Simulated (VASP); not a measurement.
Runs of VASP 6.6.1 on Be. The structure is that of space group P6_3/mmc (No. 194), or close to it. The cells are those of the table. 

```tsv
cell	gap on the mesh (eV)	pressure (GPa)
a = 2.256, b = 2.256, c = 3.679 Å, angles 90.0, 90.0, 120.0°, 2 atoms	none	(b)
a = 2.270, b = 2.270, c = 3.632 Å, angles 90.0, 90.0, 120.0°, 2 atoms	none	(a)
a = 2.301, b = 2.301, c = 3.536 Å, angles 90.0, 90.0, 120.0°, 2 atoms	none	-2.5
a = 2.317, b = 2.317, c = 3.488 Å, angles 90.0, 90.0, 120.0°, 2 atoms	none	-2.1
a = 2.285, b = 2.285, c = 3.584 Å, angles 90.0, 90.0, 120.0°, 2 atoms	none	-2.7
```

Alike in all rows: task single point; level PBE; potentials or basis VASP PAW PBE potentials, release 64 (Be); no spin polarisation; k mesh 16 × 16 × 9; cutoff (eV) 600; smearing fermi-dirac 0.05 eV.

Fill in the values left out.

(a) -2.9; (b) -3.0.

A gap of «none» marks levels without a gap at the run's occupations.
